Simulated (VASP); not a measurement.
# Pr2F (P6/mmm) in VASP: a series of runs, part 2 of 2

VASP 6.6.1. Earlier steps stand in the parts before.

**5. Single point, PBE**

This run uses another cell than the first one: it holds 6 atoms, not 3.

INCAR reads:

```
PREC = Accurate ; ENCUT = 600
EDIFF = 1E-6 ; ISMEAR = 0
SIGMA = 0.2 ; LREAL = F
LASPH = T ; NELM = 200
ALGO = Normal ; ISIF = 2
LWAVE = F ; LCHARG = T
GGA = PE ; LELF = T
LVHAR = T ; NBANDS = 38
GGA_COMPAT = F ; LMAXMIX = 6
```

KPOINTS reads:

```
Automatic mesh
0
Gamma
  6 4 4
```

POSCAR reads:

```
Pr2F
1.0
    0.0000000000      0.0000000000      3.4006136111
    5.1500123632      0.0000000000      0.0000000000
    0.0000000000      8.9200830727      0.0000000000
Pr F
4 2
Direct
    0.5000000000      1.0000000000      0.3333333333
    0.5000000000      0.5000000000      0.8333333333
    0.5000000000      0.5000000000      0.1666666667
    0.5000000000      1.0000000000      0.6666666667
    0.5000000000      1.0000000000      0.0000000000
    0.5000000000      0.5000000000      0.5000000000
```

Potentials or basis: VASP PAW PBE potentials, release 64 (Pr_3, F), 4f in core.

Command:

```bash
cat potpaw_PBE.64/Pr_3/POTCAR potpaw_PBE.64/F/POTCAR > POTCAR
mpirun -np 1 vasp_std > vasp.out
```

OUTCAR:

```text
PREC = Accurate
   ENCUT = 600
   EDIFF = 1E-6
   ISMEAR = 0
   LREAL = F
   LASPH = T
   NELM = 200
   ISIF = 2
   GGA = PE

 ion  position               nearest neighbor table
   1  0.500  0.000  0.333-   3 2.97   3 2.97   4 2.97
   2  0.500  0.500  0.833-   4 2.97   4 2.97   3 2.97
   3  0.500  0.500  0.167-   1 2.97   1 2.97   2 2.97
   4  0.500  0.000  0.667-   2 2.97   2 2.97   1 2.97
   5  0.500  0.000  0.000-
   6  0.500  0.500  0.500-

  LATTYP: Found a simple orthorhombic cell.
 ALAT       =     3.4006136111
 B/A-ratio  =     1.5144362025
 C/A-ratio  =     2.6230804475

  Lattice vectors:

 A1 = (   0.0000000000,   0.0000000000,   3.4006136111)
 A2 = (   5.1500123632,   0.0000000000,   0.0000000000)
 A3 = (   0.0000000000,   8.9200830727,   0.0000000000)

Analysis of symmetry for initial positions (statically):
=====================================================================
 Subroutine PRICEL returns following result:

  LATTYP: Found a hexagonal cell.
 ALAT       =     5.1500123632
 C/A-ratio  =     0.6603117374

  Lattice vectors:

 A1 = (  -5.1500123632,  -0.0000000000,   0.0000000000)
 A2 = (   2.5750061816,  -4.4600415363,   0.0000000000)
 A3 = (   0.0000000000,   0.0000000000,   3.4006136111)

   2 primitive cells build up your supercell.

 Routine SETGRP: Setting up the symmetry group for a
 simple orthorhombic supercell.

 Subroutine GETGRP returns: Found  8 space group operations
 (whereof  8 operations were pure point group operations)
 out of a pool of  8 trial point group operations.

The static configuration has the point symmetry D_2h.

Analysis of symmetry for dynamics (positions and initial velocities):
=====================================================================
 Subroutine PRICEL returns following result:

  LATTYP: Found a hexagonal cell.
[... 140 lines left out ...]
     AMIX_MAG =   1.60;   BMIX_MAG =  1.00
  volume/ion in A,a.u.               =      26.04       175.70
  Fermi-wavevector in a.u.,A,eV,Ry     =   1.176628  2.223505 18.836647  1.384454
  Thomas-Fermi vector in A             =   2.312989
   LORBIT       =      0    0 simple, 1 ext, 2 COOP (PROOUT), +10 PAW based schemes
   GGA     = PE    functional components
   LHFCALC =     F    Hartree Fock is set to
   AEXX    =    0.0000 exact exchange contribution
   IVDW    =     0    specifies the selected vdW correction
   LEPSILON=     F    determine dielectric tensor
   LRPA    =     F    only Hartree local field effects (RPA)
 non-spin polarized calculation
 Gauss-broadening in eV      SIGMA  =   0.20
  energy-cutoff  :      600.00
  volume of cell :      156.22
 maximum number of plane-waves:      5248
 NGX is ok and might be reduce to    28

 number of electron      57.9999980 magnetization

 Free energy of the ion-electron system (eV)
  ---------------------------------------------------
  ext. energy  EPLUGINS =         0.00000000
  ---------------------------------------------------
  free energy    TOTEN  =       -25.14703512 eV

  energy without entropy =      -25.01369220  energy(sigma->0) =      -25.08036366

 E-fermi :   3.6367     XC(G=0):  -9.6448

 val. band max:        3.5923956837   @ k =   0.3333   0.2500   0.5000
 cond. band min:       3.6711760794   @ k =   0.0000   0.2500   0.0000
 fundamental gap:      0.0787803957
 Fermi energy:         3.6367010984

 k-point     1 :       0.0000    0.0000    0.0000
  band No.  band energies     occupation
      1     -33.5994      2.00000
      2     -33.3734      2.00000
      3     -33.1368      2.00000
      4     -32.8878      2.00000
      5     -19.9402      2.00000
      6     -19.8830      2.00000
[... 973 lines left out ...]
     37       7.1549      0.00000
     38       7.1549      0.00000

 [... further k-points ...]

------------------------ aborting loop because EDIFF is reached ----------------------------------------

  FORCE on cell =-STRESS in cart. coord.  units (eV):
  Direction    XX          YY          ZZ          XY          YZ          ZX
  --------------------------------------------------------------------------------------
  -------------------------------------------------------------------------------------
  Total        0.0635131      0.9057596     -0.1783648      0.0000000      0.0000000      0.0000000
  in kB        0.6513872      9.2894303     -1.8293015      0.0000000      0.0000000      0.0000000
  external PRESSURE =       2.7038387 kB  Pullay stress =       0.0000000 kB

 VOLUME and BASIS-vectors are now :
 -----------------------------------------------------------------------------
  energy-cutoff  :      600.00
  volume of cell :      156.22
      direct lattice vectors                 reciprocal lattice vectors
     0.000000000  0.000000000  3.400613611     0.000000000  0.000000000  0.294064576
     5.150012363  0.000000000  0.000000000     0.194174291  0.000000000  0.000000000
     0.000000000  8.920083073  0.000000000     0.000000000  0.112106579  0.000000000

 POSITION                                       TOTAL-FORCE (eV/Angst)
 -----------------------------------------------------------------------------------
      0.00000      2.97336      1.70031         0.000000      0.080658     -0.000000
      2.57501      7.43340      1.70031        -0.000000      0.080658     -0.000000
      2.57501      1.48668      1.70031        -0.000000     -0.080658      0.000000
      0.00000      5.94672      1.70031         0.000000     -0.080658      0.000000
      0.00000      0.00000      1.70031         0.000000     -0.000000     -0.000000
      2.57501      4.46004      1.70031         0.000000     -0.000000     -0.000000
 -----------------------------------------------------------------------------------
    total drift:                                0.000000     -0.000000      0.000000

  FREE ENERGIE OF THE ION-ELECTRON SYSTEM (eV)
  ---------------------------------------------------
  free  energy   TOTEN  =       -25.1470351192 eV

  energy  without entropy=      -25.0136922012  energy(sigma->0) =      -25.08036366
```

OSZICAR:

```text
N       E                     dE             d eps       ncg     rms          rms(c)
DAV:   1     0.558546654506E+03    0.55855E+03   -0.30930E+04  2744   0.160E+03
DAV:   2     0.182911339914E+02   -0.54026E+03   -0.52660E+03  3110   0.389E+02
DAV:   3    -0.230254503362E+02   -0.41317E+02   -0.40214E+02  3930   0.969E+01
DAV:   4    -0.261927492983E+02   -0.31673E+01   -0.31123E+01  4388   0.203E+01
DAV:   5    -0.262842086165E+02   -0.91459E-01   -0.91088E-01  3656   0.332E+00    0.113E+01
DAV:   6    -0.253455435362E+02    0.93867E+00   -0.54790E+00  3324   0.937E+00    0.646E+00
DAV:   7    -0.251923430403E+02    0.15320E+00   -0.88242E-01  3478   0.442E+00    0.311E+00
DAV:   8    -0.251428310383E+02    0.49512E-01   -0.18683E-01  3768   0.243E+00    0.392E-01
DAV:   9    -0.251467620545E+02   -0.39310E-02   -0.15775E-02  4048   0.504E-01    0.127E-01
DAV:  10    -0.251470516345E+02   -0.28958E-03   -0.69510E-04  3472   0.154E-01    0.213E-02
DAV:  11    -0.251470376719E+02    0.13963E-04   -0.62312E-05  3662   0.352E-02    0.820E-03
DAV:  12    -0.251470361808E+02    0.14911E-05   -0.90315E-06  3060   0.128E-02    0.427E-03
DAV:  13    -0.251470349516E+02    0.12292E-05   -0.14035E-06  2248   0.571E-03    0.592E-04
DAV:  14    -0.251470351192E+02   -0.16759E-06   -0.12667E-07  1794   0.178E-03
   1 F= -.25147035E+02 E0= -.25080364E+02  d E =-.133343E+00
```

Wall time 2.2 min (1 thread of AMD EPYC 9R45 (Zen 5), shared host); peak memory 0.36 GiB.

What came out:

* Free energy: -25.1470 eV
* Pressure: 0.3 GPa
* Largest force: 0.081 eV/Å
* Band gap on the k mesh: zero (bands 29 and 30 overlap by 1.43 eV)

Forces on the atoms (eV/Å):
```
Pr   0.000  0.081  0.000
Pr   0.000  0.081  0.000
Pr   0.000 -0.081  0.000
Pr   0.000 -0.081  0.000
F    0.000  0.000  0.000
F    0.000  0.000  0.000
```

Stress tensor (GPa, compression positive):
```
 0.07  0.00  0.00
 0.00  0.93  0.00
 0.00  0.00 -0.18
```

Caveat: spin-orbit coupling is left out, which moves the levels of the heavy elements; the 4f electrons are frozen in the core, so they carry no moment and show no levels; the run has no spin polarisation, though such a crystal can be magnetic. With open d or f shells a metallic result of PBE can be an artefact of self-interaction; +U or a hybrid may open a gap.

**6. The runs side by side**

| task | cell | k mesh | smearing | gap on the mesh (eV) | pressure (GPa) |
| --- | --- | --- | --- | --- | --- |
| single point | a = 4.857, b = 4.857, c = 3.389 Å, angles 90.0, 90.0, 120.0°, 3 atoms, atomic positions A | 6 × 6 × 6 | gaussian 0.1 eV | none | 6.4 |
| single point | a = 5.203, b = 5.203, c = 3.379 Å, angles 90.0, 90.0, 120.0°, 3 atoms, atomic positions A | 6 × 6 × 6 | gaussian 0.1 eV | none | -0.1 |
| relaxation of cell and atoms | relaxed from a = 4.857, b = 4.857, c = 3.389 Å, angles 90.0, 90.0, 120.0°, 3 atoms, atomic positions A | 6 × 6 × 6 | gaussian 0.1 eV | none | 0.0 |
| single point | a = 3.401, b = 5.150, c = 8.920 Å, 6 atoms, atomic positions B | 6 × 4 × 4 | gaussian 0.2 eV | none | 0.3 |

Alike in all rows: level PBE; potentials or basis VASP PAW PBE potentials, release 64 (Pr_3, F), 4f in core; no spin polarisation; cutoff (eV) 600.

Caveats: spin-orbit coupling is left out, which moves the levels of the heavy elements; the 4f electrons are frozen in the core, so they carry no moment and show no levels; the run has no spin polarisation, though such a crystal can be magnetic; the stress differs along the axes, from 1 to 9 GPa (at least some runs).

Absolute energies hang on the potentials; compare differences alone.

The gap in the log of VASP goes by the Fermi energy; the results here count the filled bands.